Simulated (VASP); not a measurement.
# Al3GaN4 (P1) in VASP: single point with PBEsol

Aim: the single point of Al3GaN4 with PBEsol.

Program: VASP 6.6.1. These are calculated values, not measurements. Logs are shortened: lines on timing, memory, paths and dates and some standing lists are left out, and cuts for length are marked.

## Step 1: The cell of the first run

The typed cell holds 8 atoms: a = 5.043 Å, b = 3.130 Å, c = 5.418 Å, α = 90.00°, β = 90.03°, γ = 90.00°.

## Step 2: Single point, PBEsol (mode 4 (171.0 1/cm) frozen in, largest displacement +0.025 Å)

INCAR reads:

```
PREC = Accurate
ENCUT = 520
EDIFF = 1E-6
ISMEAR = 0
SIGMA = 0.05
LREAL = F
LASPH = T
NELM = 80
ALGO = Normal
ISIF = 2
LWAVE = F
LCHARG = F
GGA = PS
NBANDS = 31
```

KPOINTS reads:

```
Automatic mesh
0
Gamma
  6 8 4
```

POSCAR reads:

```
Al3GaN4
1.0
    5.0434079713      0.0000000000      0.0001149907
    0.0000000000      3.1300738974      0.0000000000
   -0.0032362569      0.0000000000      5.4179919474
Al Ga N
3 1 4
Direct
    0.5002300423      0.4959625603      0.1673295664
    0.0009207036      0.4976652790      0.8348055932
    0.0010880650     -0.0079870319      0.3316926342
    0.4994217138      0.0072598768      0.6662009016
    0.1111724737     -0.0021716024      0.6663292503
    0.1224543238      0.4924122539      0.1671578647
    0.6251234799      0.5051308734      0.8401923551
    0.6231881979     -0.0038492349      0.3262928345
```

Potentials or basis: VASP PAW PBE potentials, release 64 (Al, Ga_d, N).

Command:

```
cat potpaw_PBE.64/Al/POTCAR potpaw_PBE.64/Ga_d/POTCAR potpaw_PBE.64/N/POTCAR > POTCAR
mpirun -np 1 vasp_std > vasp.out
```

OUTCAR:

```text
PREC = Accurate
   ENCUT = 520
   EDIFF = 1E-6
   ISMEAR = 0
   LREAL = F
   LASPH = T
   NELM = 80
   ISIF = 2
   GGA = PS

 ion  position               nearest neighbor table
   1  0.500  0.496  0.167-   7 1.88   8 1.89   8 1.89   6 1.91   3 3.09   2 3.10   3 3.10   3 3.10
                             2 3.10   4 3.11   3 3.11   4 3.12   4 3.14
   2  0.001  0.498  0.835-   5 1.89   7 1.90   5 1.90   6 1.90   4 3.08   1 3.10   4 3.10   1 3.10
                             3 3.11   4 3.11   3 3.12   4 3.13   3 3.13   3 3.15
   3  0.001  0.992  0.332-   5 1.90   6 1.90   6 1.90   8 1.91   1 3.09   1 3.10   4 3.10   1 3.10
                             2 3.11   1 3.11   4 3.11   2 3.12   2 3.13   2 3.15
   4  0.499  0.007  0.666-   7 1.93   7 1.94   8 1.95   5 1.96   2 3.08   2 3.10   3 3.10   1 3.11
                             3 3.11   2 3.11   1 3.12   2 3.13   1 3.14
   5  0.111  0.998  0.666-   2 1.89   2 1.90   3 1.90   4 1.96
   6  0.122  0.492  0.167-   3 1.90   2 1.90   3 1.90   1 1.91
   7  0.625  0.505  0.840-   1 1.88   2 1.90   4 1.93   4 1.94
   8  0.623  0.996  0.326-   1 1.89   1 1.89   3 1.91   4 1.95

  LATTYP: Found a simple monoclinic cell.
 ALAT       =     5.0434079726
 B/A-ratio  =     0.6206267497
 C/A-ratio  =     1.0742721873
 COS(beta)  =    -0.0005745164

  Lattice vectors:

 A1 = (   5.0434079713,   0.0000000000,   0.0001149907)
 A2 = (   0.0000000000,   3.1300738974,   0.0000000000)
 A3 = (  -0.0032362569,   0.0000000000,   5.4179919474)

Analysis of symmetry for initial positions (statically):
=====================================================================
 Subroutine PRICEL returns:
 Original cell was already a primitive cell.

 Routine SETGRP: Setting up the symmetry group for a
 simple monoclinic supercell.

 Subroutine GETGRP returns: Found  1 space group operations
 (whereof  1 operations were pure point group operations)
 out of a pool of  4 trial point group operations.

The static configuration has the point symmetry C_1 .

Analysis of symmetry for dynamics (positions and initial velocities):
=====================================================================
 Subroutine PRICEL returns:
 Original cell was already a primitive cell.

 Routine SETGRP: Setting up the symmetry group for a
 simple monoclinic supercell.

 Subroutine GETGRP returns: Found  1 space group operations
 (whereof  1 operations were pure point group operations)
 out of a pool of  4 trial point group operations.

The dynamic configuration has the point symmetry C_1 .

 Subroutine INISYM returns: Found  1 space group operations
[... 116 lines left out ...]
   ISYM   =      2    0-nonsym 1-usesym 2-fastsym
   POTIM  = 0.5000    time-step for ionic-motion
   TEBEG  =    0.0;   TEEND  =   0.0 temperature during run
   PSTRESS=    0.0 pullay stress
   NELECT =      42.0000    total number of electrons
   NUPDOWN=      -1.0000    fix difference up-down
   EMIN   =  10.00;   EMAX   =-10.00  energy-range for DOS
   EFERMI =   0.00;   METHOD = LEGACY
   ISMEAR =     0;   SIGMA  =   0.05  broadening in eV -4-tet -1-fermi 0-gaus
   EFERMI_NEDOS =   21; number of points for ismear=-14 and -15
   IALGO  =     38    algorithm
   IMIX   =      4    mixing-type and parameters
     AMIX     =   0.40;   BMIX     =  1.00
     AMIX_MAG =   1.60;   BMIX_MAG =  1.00
  volume/ion in A,a.u.               =      10.69        72.15
  Fermi-wavevector in a.u.,A,eV,Ry     =   1.291573  2.440719 22.696701  1.668160
  Thomas-Fermi vector in A             =   2.423334
   LORBIT       =      0    0 simple, 1 ext, 2 COOP (PROOUT), +10 PAW based schemes
   GGA     = PS    functional components
   LHFCALC =     F    Hartree Fock is set to
   AEXX    =    0.0000 exact exchange contribution
   IVDW    =     0    specifies the selected vdW correction
   LEPSILON=     F    determine dielectric tensor
   LRPA    =     F    only Hartree local field effects (RPA)
 non-spin polarized calculation
 Gauss-broadening in eV      SIGMA  =   0.05
  energy-cutoff  :      520.00
  volume of cell :       85.53
 maximum number of plane-waves:      2328
 NGX is ok and might be reduce to    40
   NGX = 19   NGY = 11   NGZ = 21

 number of electron      42.0000009 magnetization

 Free energy of the ion-electron system (eV)
  ---------------------------------------------------
  ext. energy  EPLUGINS =         0.00000000
  ---------------------------------------------------
  free energy    TOTEN  =       -60.06276281 eV

  energy without entropy =      -60.06276281  energy(sigma->0) =      -60.06276281

 E-fermi :   6.0055     XC(G=0): -11.3209

 val. band max:        5.7816632489   @ k =   0.0000   0.0000   0.0000
 cond. band min:       9.2727786860   @ k =   0.0000   0.0000   0.0000
 fundamental gap:      3.4911154371
 Fermi energy:         6.0054774745

 k-point     1 :       0.0000    0.0000    0.0000
  band No.  band energies     occupation
      1      -9.5586      2.00000
      2      -8.1745      2.00000
      3      -8.1286      2.00000
      4      -7.2073      2.00000
      5      -7.0237      2.00000
      6      -6.9349      2.00000
[... 805 lines left out ...]
     30      16.0899      0.00000
     31      16.7030      0.00000

 [... further k-points ...]

------------------------ aborting loop because EDIFF is reached ----------------------------------------

  FORCE on cell =-STRESS in cart. coord.  units (eV):
  Direction    XX          YY          ZZ          XY          YZ          ZX
  --------------------------------------------------------------------------------------
  -------------------------------------------------------------------------------------
  Total       -0.0228789     -0.0419953     -0.0385279      0.0419248      0.0340414     -0.0036463
  in kB       -0.4285768     -0.7866737     -0.7217196      0.7853524      0.6376776     -0.0683049
  external PRESSURE =      -0.6456567 kB  Pullay stress =       0.0000000 kB

 VOLUME and BASIS-vectors are now :
 -----------------------------------------------------------------------------
  energy-cutoff  :      520.00
  volume of cell :       85.53
      direct lattice vectors                 reciprocal lattice vectors
     5.043407971  0.000000000  0.000114991     0.198278623  0.000000000  0.000118435
     0.000000000  3.130073897  0.000000000     0.000000000  0.319481275  0.000000000
    -0.003236257  0.000000000  5.417991947    -0.000004208  0.000000000  0.184570224

 POSITION                                       TOTAL-FORCE (eV/Angst)
 -----------------------------------------------------------------------------------
      2.52232      1.55240      0.90665         0.004144      0.036968      0.000740
      0.00194      1.55773      4.52297         0.000410      0.021223      0.004494
      0.00441      3.10507      1.79711        -0.000018      0.072873     -0.000139
      2.51663      0.02272      3.60953         0.000886     -0.169481     -0.001465
      0.55853      3.12328      3.61018         0.009603      0.010182     -0.002033
      0.61705      1.54129      0.90567        -0.001473      0.035825     -0.002689
      3.15003      1.58110      4.55223        -0.008433     -0.025889     -0.008171
      3.14194      3.11803      1.76792        -0.005118      0.018298      0.009264
 -----------------------------------------------------------------------------------
    total drift:                               -0.000296      0.000365     -0.000908

  FREE ENERGIE OF THE ION-ELECTRON SYSTEM (eV)
  ---------------------------------------------------
  free  energy   TOTEN  =       -60.0627628069 eV

  energy  without entropy=      -60.0627628069  energy(sigma->0) =      -60.06276281
```

stdout:

```text
POSCAR found type information on POSCAR AlGaN
 POSCAR found :  3 types and       8 ions
 scaLAPACK will be used
 -----------------------------------------------------------------------------
|                                                                             |
|                                                                             |
|     You enforced a specific xc type in the INCAR file but a different       |
|     I HOPE YOU KNOW WHAT YOU ARE DOING!                                     |
|                                                                             |
 -----------------------------------------------------------------------------

 LDA part: xc-table for (Slater+PW92), standard interpolation
 POSCAR, INCAR and KPOINTS ok, starting setup
 FFT: planning ... GRIDC
 FFT: planning ... GRID_SOFT
 FFT: planning ... GRID
 WAVECAR not read
 entering main loop
```

Run time: 8.1 min. Hardware: 1 thread of AMD EPYC 7R13, shared host; peak memory 0.31 GiB.

What came out:

```yaml
Free_energy: -60.0628 eV
Pressure: -0.1 GPa
Largest_force: 0.169 eV/Å
Band_gap_on_the_k_mesh: 3.49 eV, direct
```

Forces in eV/Å, atoms in the order of the input:
```
Al   0.004  0.037  0.001
Al   0.000  0.021  0.004
Al   0.000  0.073  0.000
Ga   0.001 -0.169 -0.001
N    0.010  0.010 -0.002
N   -0.001  0.036 -0.003
N   -0.008 -0.026 -0.008
N   -0.005  0.018  0.009
```

Stress tensor (GPa, compression positive):
```
-0.04  0.08 -0.01
 0.08 -0.08  0.06
-0.01  0.06 -0.07
```

Caveat: the cell differs from its parent crystal (mode 4 (171.0 1/cm) frozen in, largest displacement +0.025 Å); the PAW data sets were made with another functional, which shifts forces and pressure a little.
